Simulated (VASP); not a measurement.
# Al (Im-3m) in VASP: further runs

Al is run at these levels: PBEsol; tasks: single point.

All numbers are computed with VASP 6.6.1; they aren't measurements. Logs are shortened: lines on timing, memory, paths and dates and some standing lists are left out, and cuts for length are marked.

**1. The cell of the first run**

It takes space group Im-3m (No. 229, cubic). The conventional cell has a = 3.182 Å, b = 3.182 Å, c = 3.182 Å, α = 90.00°, β = 90.00°, γ = 90.00°. Al (site symmetry m-3m) has 14 Al at 2.76 to 3.18 Å within 3.6 Å.

**2. Single point, PBEsol**

Contents of INCAR:

```
SYSTEM = Al
PREC = Accurate ; ENCUT = 500
EDIFF = 1E-6 ; ISMEAR = -1
SIGMA = 0.1 ; LREAL = .FALSE.
LASPH = .TRUE. ; NELM = 120
ALGO = Normal ; ISIF = 2
LWAVE = .FALSE. ; LCHARG = .TRUE.
GGA = PS ; LELF = .TRUE.
LVHAR = .TRUE. ; NBANDS = 8
GGA_COMPAT = .FALSE.
```

Contents of KPOINTS:

```
regular mesh
0
G
  13 13 13
  0 0 0
```

Contents of POSCAR:

```
Al
1.0
    2.7560720216     -0.0000000153     -0.0000000264
   -0.9186906595      2.5984496263     -0.0000000264
   -0.9186906595     -1.2992247750      2.2503234088
Al
1
Direct
    0.0000000000      0.0000000000      0.0000000000
```

Potentials or basis: VASP PAW PBE potentials, release 64 (Al).

Command:

```
$ cat potpaw_PBE.64/Al/POTCAR > POTCAR
$ mpirun -np 1 vasp_std > vasp.out
```

OUTCAR:

```text
SYSTEM = Al
   PREC = Accurate
   ENCUT = 500
   EDIFF = 1E-6
   ISMEAR = -1
   LREAL = .FALSE.
   LASPH = .TRUE.
   NELM = 120
   ISIF = 2
   GGA = PS

 ion  position               nearest neighbor table
   1  0.000  0.000  0.000-

  LATTYP: Found a body centered cubic cell.
 ALAT       =     3.1824378471

  Lattice vectors:

 A1 = (   2.7560720216,  -0.0000000153,  -0.0000000264)
 A2 = (  -0.9186906595,   2.5984496263,  -0.0000000264)
 A3 = (  -0.9186906595,  -1.2992247750,   2.2503234088)

Analysis of symmetry for initial positions (statically):
=====================================================================
 Subroutine PRICEL returns:
 Original cell was already a primitive cell.

 Routine SETGRP: Setting up the symmetry group for a
 body centered cubic supercell.

 Subroutine GETGRP returns: Found 48 space group operations
 (whereof 48 operations were pure point group operations)
 out of a pool of 48 trial point group operations.

The static configuration has the point symmetry O_h .

Analysis of symmetry for dynamics (positions and initial velocities):
=====================================================================
 Subroutine PRICEL returns:
 Original cell was already a primitive cell.

 Routine SETGRP: Setting up the symmetry group for a
 body centered cubic supercell.

 Subroutine GETGRP returns: Found 48 space group operations
 (whereof 48 operations were pure point group operations)
 out of a pool of 48 trial point group operations.

The dynamic configuration has the point symmetry O_h .

 Subroutine INISYM returns: Found 48 space group operations
 (whereof 48 operations are pure point group operations),
 and found     1 'primitive' translations

----------------------------------------------------------------------------------------

                                     Primitive cell

  volume of cell :      16.1157

  direct lattice vectors                    reciprocal lattice vectors
     2.756072022 -0.000000015 -0.000000026     0.362835223  0.128281623  0.222190283
    -0.918690659  2.598449626 -0.000000026     0.000000004  0.384844870  0.222190283
    -0.918690659 -1.299224775  2.250323409     0.000000004  0.000000006  0.444380576

  length of vectors
     2.756072022  2.756072022  2.756072022     0.444380576  0.444380576  0.444380576

  position of ions in fractional coordinates (direct lattice)
     0.000000000  0.000000000  0.000000000

  ion indices of the primitive-cell ions
   primitive index   ion index
                 1           1

----------------------------------------------------------------------------------------

 KPOINTS: regular mesh

Automatic generation of k-mesh.
 Grid dimensions read from file:
 generate k-points for:   13   13   13

 Generating k-lattice:

  Cartesian coordinates                     Fractional coordinates (reciprocal lattice)
     0.027910402  0.009867817  0.017091560     0.076923077 -0.000000000 -0.000000000
     0.000000000  0.029603452  0.017091560    -0.000000000  0.076923077  0.000000000
     0.000000000  0.000000000  0.034183121     0.000000000  0.000000000  0.076923077

  Length of vectors
     0.034183121  0.034183121  0.034183121

  Shift w.r.t. Gamma in fractional coordinates (k-lattice)
     0.000000000  0.000000000  0.000000000

 Subroutine IBZKPT returns following result:
 ===========================================

 Found     84 irreducible k-points:

 Following reciprocal coordinates:
            Coordinates               Weight
  0.000000  0.000000  0.000000      1.000000
  0.076923  0.000000  0.000000     12.000000
  0.153846 -0.000000  0.000000     12.000000
  0.230769  0.000000 -0.000000     12.000000
  0.307692 -0.000000  0.000000     12.000000
  0.384615 -0.000000  0.000000     12.000000
[... 16 lines left out ...]
  0.153846  0.076923  0.076923     24.000000
  0.230769  0.076923  0.076923     24.000000
 [... further k-points ...]
   k-points           NKPTS =     84   k-points in BZ     NKDIM =     84   number of bands    NBANDS=      8
   number of dos      NEDOS =    301   number of ions     NIONS =      1
   total plane-waves  NPLWV =   8000
   dimension x,y,z NGX =    20 NGY =   20 NGZ =   20
   dimension x,y,z NGXF=    40 NGYF=   40 NGZF=   40
   ions per type =               1
   NGX,Y,Z   is equivalent  to a cutoff of  12.06, 12.06, 12.06 a.u.
   NGXF,Y,Z  is equivalent  to a cutoff of  24.13, 24.13, 24.13 a.u.
 SYSTEM =  Al
   PREC   = accura    normal or accurate (medium, high low for compatibility)
   ISTART =      0    job   : 0-new  1-cont  2-samecut
   ICHARG =      2    charge: 1-file 2-atom 10-const
   ISPIN  =      1    spin polarized calculation?
   LNONCOLLINEAR =      F non collinear calculations
   LSORBIT =      F    spin-orbit coupling
   LASPH  =      T    aspherical Exc in radial PAW
   ENCUT  =  500.0 eV  36.75 Ry    6.06 a.u.   5.02  5.02  5.02*2*pi/ulx,y,z
   NELM   =    120;   NELMIN=  2; NELMDL= -5     # of ELM steps
   EDIFF  = 0.1E-05   stopping-criterion for ELM
   LREAL  =      F    real-space projection
   EDIFFG = 0.1E-04   stopping-criterion for IOM
   NSW    =      0    number of steps for IOM
   IBRION =     -1    ionic relax: 0-MD 1-quasi-New 2-CG
   NFREE  =      0    steps in history (QN), initial steepest desc. (CG)
   ISIF   =      2    stress and relaxation
   ISYM   =      2    0-nonsym 1-usesym 2-fastsym
   POTIM  = 0.5000    time-step for ionic-motion
   TEBEG  =    0.0;   TEEND  =   0.0 temperature during run
   PSTRESS=    0.0 pullay stress
   NELECT =       3.0000    total number of electrons
   NUPDOWN=      -1.0000    fix difference up-down
   EMIN   =  10.00;   EMAX   =-10.00  energy-range for DOS
   EFERMI =   0.00;   METHOD = LEGACY
   ISMEAR =    -1;   SIGMA  =   0.10  broadening in eV -4-tet -1-fermi 0-gaus
   EFERMI_NEDOS =   21; number of points for ismear=-14 and -15
   IALGO  =     38    algorithm
   IMIX   =      4    mixing-type and parameters
     AMIX     =   0.40;   BMIX     =  1.00
     AMIX_MAG =   1.60;   BMIX_MAG =  1.00
  volume/ion in A,a.u.               =      16.12       108.75
  Fermi-wavevector in a.u.,A,eV,Ry     =   0.934757  1.766434 11.888367  0.873770
  Thomas-Fermi vector in A             =   2.061594
   LORBIT       =      0    0 simple, 1 ext, 2 COOP (PROOUT), +10 PAW based schemes
   GGA     = PS    functional components
   LHFCALC =     F    Hartree Fock is set to
   AEXX    =    0.0000 exact exchange contribution
   IVDW    =     0    specifies the selected vdW correction
   LEPSILON=     F    determine dielectric tensor
   LRPA    =     F    only Hartree local field effects (RPA)
 non-spin polarized calculation
  energy-cutoff  :      500.00
  volume of cell :       16.12
 maximum number of plane-waves:       420
   NGX =  9   NGY =  9   NGZ =  9

 number of electron       3.0000000 magnetization

 Free energy of the ion-electron system (eV)
  ---------------------------------------------------
  ext. energy  EPLUGINS =         0.00000000
  ---------------------------------------------------
  free energy    TOTEN  =        -3.99924708 eV

  energy without entropy =       -3.98675121  energy(sigma->0) =       -3.99299914

 E-fermi :   8.2188     XC(G=0): -10.3472

 val. band max:        8.0906069580   @ k =   0.3077   0.1538   0.0000
 cond. band min:       8.2508616359   @ k =  -0.3846   0.3846   0.1538
 fundamental gap:      0.1602546779
 Fermi energy:         8.2188056328

 k-point     1 :       0.0000    0.0000    0.0000
  band No.  band energies     occupation
      1      -3.0916      2.00000
      2      21.5844      0.00000
      3      21.5844      0.00000
      4      21.5844      0.00000
      5      23.2254      0.00000
      6      23.2254      0.00000
      7      23.2254      0.00000
      8      24.6688      0.00000

 k-point     2 :       0.0769    0.0000    0.0000
  band No.  band energies     occupation
      1      -2.9187      2.00000
      2      19.6717      0.00000
      3      20.5542      0.00000
      4      20.9159      0.00000
      5      22.4938      0.00000
      6      23.5029      0.00000
      7      23.9164      0.00000
      8      24.5425      0.00000

 k-point     3 :       0.1538   -0.0000    0.0000
  band No.  band energies     occupation
      1      -2.4013      2.00000
      2      16.5053      0.00000
      3      19.2527      0.00000
      4      19.6627      0.00000
      5      21.2490      0.00000
      6      22.4031      0.00000
      7      24.8098      0.00000
      8      25.1703      0.00000

 k-point     4 :       0.2308    0.0000   -0.0000
  band No.  band energies     occupation
      1      -1.5432      2.00000
      2      13.3226      0.00000
      3      18.1804      0.00000
      4      18.4715      0.00000
      5      20.1259      0.00000
      6      21.4673      0.00000
      7      25.8282      0.00000
      8      25.8565      0.00000

 k-point     5 :       0.3077   -0.0000    0.0000
  band No.  band energies     occupation
      1      -0.3507      2.00000
      2      10.3412      0.00000
      3      17.3733      0.00000
      4      17.5252      0.00000
      5      19.2536      0.00000
      6      20.6917      0.00000
      7      26.7363      0.00000
      8      27.1393      0.00000
[... 177 lines left out ...]
 k-point    22 :       0.0769    0.0769    0.0769
  band No.  band energies     occupation
      1      -2.0574      2.00000
      2      16.6509      0.00000
      3      16.6509      0.00000
      4      17.1724      0.00000
      5      24.1394      0.00000
      6      24.1394      0.00000
      7      24.6623      0.00000
      8      24.6623      0.00000

 k-point    23 :       0.1538    0.0769    0.0769
  band No.  band energies     occupation
      1      -1.2014      2.00000
      2      13.5979      0.00000
      3      15.4104      0.00000
      4      15.9607      0.00000
      5      23.5420      0.00000
      6      23.9424      0.00000
      7      25.7539      0.00000
      8      25.8859      0.00000

 k-point    24 :       0.2308    0.0769    0.0769
  band No.  band energies     occupation
      1      -0.0120      2.00000
      2      10.6429      0.00000
      3      14.4606      0.00000
      4      15.0924      0.00000
      5      22.8159      0.00000
      6      23.3229      0.00000
      7      26.9339      0.00000
      8      27.2395      0.00000

 [... further k-points ...]
[... 5 lines left out ...]
  --------------------------------------------------------------------------------------
  -------------------------------------------------------------------------------------
  Total        0.2056438      0.2056438      0.2056438     -0.0000000      0.0000000     -0.0000000
  in kB       20.4444984     20.4444984     20.4444984     -0.0000000      0.0000000     -0.0000000
  external PRESSURE =      20.4444984 kB  Pullay stress =       0.0000000 kB

 VOLUME and BASIS-vectors are now :
 -----------------------------------------------------------------------------
  energy-cutoff  :      500.00
  volume of cell :       16.12
      direct lattice vectors                 reciprocal lattice vectors
     2.756072022 -0.000000015 -0.000000026     0.362835223  0.128281623  0.222190283
    -0.918690659  2.598449626 -0.000000026     0.000000004  0.384844870  0.222190283
    -0.918690659 -1.299224775  2.250323409     0.000000004  0.000000006  0.444380576

 POSITION                                       TOTAL-FORCE (eV/Angst)
 -----------------------------------------------------------------------------------
      0.00000      0.00000      0.00000        -0.000000      0.000000      0.000000
 -----------------------------------------------------------------------------------
    total drift:                               -0.000000      0.000000     -0.000000

  FREE ENERGIE OF THE ION-ELECTRON SYSTEM (eV)
  ---------------------------------------------------
  free  energy   TOTEN  =        -3.9992470751 eV

  energy  without entropy=       -3.9867512090  energy(sigma->0) =       -3.99299914
```

It used 7.4 s of CPU time on 1 thread of AMD EPYC 7R13 Processor (Zen 3) (shared host).

What came out:

- Free energy: -3.9992 eV
- Pressure: 2.0 GPa

Levels at points of the mesh, in eV from the Fermi level:
| k point | band 1 | band 2 | band 3 | band 4 |
| --- | --- | --- | --- | --- |
| (0.00, 0.00, 0.00) | -11.31 | 13.37 | 13.37 | 13.37 |

Caveat: the PAW data sets were made with another functional, which shifts forces and pressure a little.

**3. Single point, PBEsol**

Contents of INCAR:

```
PREC     = Accurate       # precision mode
ENCUT    = 500            # plane-wave cutoff, eV
EDIFF    = 1E-6           # SCF threshold, eV
ISMEAR   = -1             # smearing method
SIGMA    = 0.1            # smearing width, eV
LREAL    = False          # projectors in reciprocal space
LASPH    = True           # aspherical terms in the spheres
NELM     = 120            # most SCF steps
ALGO     = Normal         # electronic algorithm
ISIF     = 2              # what is computed and relaxed
LWAVE    = False          # write WAVECAR
LCHARG   = False          # write CHGCAR
GGA      = PS             # functional
NBANDS   = 8              # bands
GGA_COMPAT= False
```

Contents of KPOINTS:

```
regular mesh
0
Gamma
  13 13 13
```

POSCAR is that of step 2.

Potentials or basis: VASP PAW PBE potentials, release 64 (Al).

Command:

```
$ cat potpaw_PBE.64/Al/POTCAR > POTCAR
$ mpirun -np 1 vasp_std > vasp.out
```

OUTCAR:

```text
PREC = Accurate
   ENCUT = 500
   EDIFF = 1E-6
   ISMEAR = -1
   LREAL = False
   LASPH = True
   NELM = 120
   ISIF = 2
   GGA = PS

 ion  position               nearest neighbor table
   1  0.000  0.000  0.000-

  LATTYP: Found a body centered cubic cell.
 ALAT       =     3.1824378471

  Lattice vectors:

 A1 = (   2.7560720216,  -0.0000000153,  -0.0000000264)
 A2 = (  -0.9186906595,   2.5984496263,  -0.0000000264)
 A3 = (  -0.9186906595,  -1.2992247750,   2.2503234088)

Analysis of symmetry for initial positions (statically):
=====================================================================
 Subroutine PRICEL returns:
 Original cell was already a primitive cell.

 Routine SETGRP: Setting up the symmetry group for a
 body centered cubic supercell.

 Subroutine GETGRP returns: Found 48 space group operations
 (whereof 48 operations were pure point group operations)
[... 153 lines left out ...]
 Free energy of the ion-electron system (eV)
  ---------------------------------------------------
  ext. energy  EPLUGINS =         0.00000000
  ---------------------------------------------------
  free energy    TOTEN  =        -3.99924708 eV

  energy without entropy =       -3.98675121  energy(sigma->0) =       -3.99299914

 E-fermi :   8.2188     XC(G=0): -10.3472

 val. band max:        8.0906069580   @ k =   0.3077   0.1538   0.0000
 cond. band min:       8.2508616359   @ k =  -0.3846   0.3846   0.1538
 fundamental gap:      0.1602546779
 Fermi energy:         8.2188056328

 k-point     1 :       0.0000    0.0000    0.0000
  band No.  band energies     occupation
      1      -3.0916      2.00000
      2      21.5844      0.00000
      3      21.5844      0.00000
      4      21.5844      0.00000
      5      23.2254      0.00000
      6      23.2254      0.00000
      7      23.2254      0.00000
      8      24.6688      0.00000
[... 243 lines left out ...]
 k-point    24 :       0.2308    0.0769    0.0769
  band No.  band energies     occupation
      1      -0.0120      2.00000
      2      10.6429      0.00000
      3      14.4606      0.00000
      4      15.0924      0.00000
      5      22.8159      0.00000
      6      23.3229      0.00000
      7      26.9339      0.00000
      8      27.2395      0.00000

 [... further k-points ...]
[... 5 lines left out ...]
  --------------------------------------------------------------------------------------
  -------------------------------------------------------------------------------------
  Total        0.2056438      0.2056438      0.2056438     -0.0000000      0.0000000     -0.0000000
  in kB       20.4444984     20.4444984     20.4444984     -0.0000000      0.0000000     -0.0000000
  external PRESSURE =      20.4444984 kB  Pullay stress =       0.0000000 kB

 VOLUME and BASIS-vectors are now :
 -----------------------------------------------------------------------------
  energy-cutoff  :      500.00
  volume of cell :       16.12
      direct lattice vectors                 reciprocal lattice vectors
     2.756072022 -0.000000015 -0.000000026     0.362835223  0.128281623  0.222190283
    -0.918690659  2.598449626 -0.000000026     0.000000004  0.384844870  0.222190283
    -0.918690659 -1.299224775  2.250323409     0.000000004  0.000000006  0.444380576

 POSITION                                       TOTAL-FORCE (eV/Angst)
 -----------------------------------------------------------------------------------
      0.00000      0.00000      0.00000        -0.000000      0.000000      0.000000
 -----------------------------------------------------------------------------------
    total drift:                               -0.000000      0.000000     -0.000000

  FREE ENERGIE OF THE ION-ELECTRON SYSTEM (eV)
  ---------------------------------------------------
  free  energy   TOTEN  =        -3.9992470751 eV

  energy  without entropy=       -3.9867512090  energy(sigma->0) =       -3.99299914
```

OSZICAR:

```text
N       E                     dE             d eps       ncg     rms          rms(c)
DAV:   1    -0.259515457894E+01   -0.25952E+01   -0.87087E+02  1352   0.197E+02
DAV:   2    -0.402172863566E+01   -0.14266E+01   -0.13885E+01  1856   0.187E+01
DAV:   3    -0.402964622134E+01   -0.79176E-02   -0.79161E-02  1656   0.148E+00
DAV:   4    -0.402967138106E+01   -0.25160E-04   -0.25160E-04  1936   0.744E-02
DAV:   5    -0.402967144652E+01   -0.65464E-07   -0.65741E-07  1728   0.249E-03    0.139E+00
DAV:   6    -0.401131577072E+01    0.18356E-01   -0.26412E-03  1520   0.206E-01    0.782E-01
DAV:   7    -0.399926465681E+01    0.12051E-01   -0.70594E-03  1552   0.326E-01    0.168E-01
DAV:   8    -0.399924774712E+01    0.16910E-04   -0.30245E-05  1784   0.371E-02    0.114E-02
DAV:   9    -0.399924707515E+01    0.67197E-06   -0.36613E-07  1704   0.298E-03
   1 F= -.39992471E+01 E0= -.39929991E+01  d E =-.124959E-01
```

stdout:

```text
POSCAR found type information on POSCAR Al
 POSCAR found :  1 types and       1 ions
 scaLAPACK will be used
 -----------------------------------------------------------------------------
|                                                                             |
|                                                                             |
|     You enforced a specific xc type in the INCAR file but a different       |
|     I HOPE YOU KNOW WHAT YOU ARE DOING!                                     |
|                                                                             |
 -----------------------------------------------------------------------------

 LDA part: xc-table for (Slater+PW92), standard interpolation
 POSCAR, INCAR and KPOINTS ok, starting setup
 FFT: planning ... GRIDC
 FFT: planning ... GRID_SOFT
 FFT: planning ... GRID
 WAVECAR not read
 entering main loop
```

It used 6.6 s of CPU time on 1 thread of AMD EPYC 7R13 Processor (Zen 3), with other jobs on the host.

What came out:

* Free energy: -3.9992 eV
* Pressure: 2.0 GPa

Levels at points of the mesh, in eV from the Fermi level:
| k point | band 1 | band 2 | band 3 | band 4 | band 5 |
| --- | --- | --- | --- | --- | --- |
| (0.00, 0.00, 0.00) | -11.31 | 13.37 | 13.37 | 13.37 | 15.01 |

Caveat: the PAW data sets were made with another functional, which shifts forces and pressure a little.
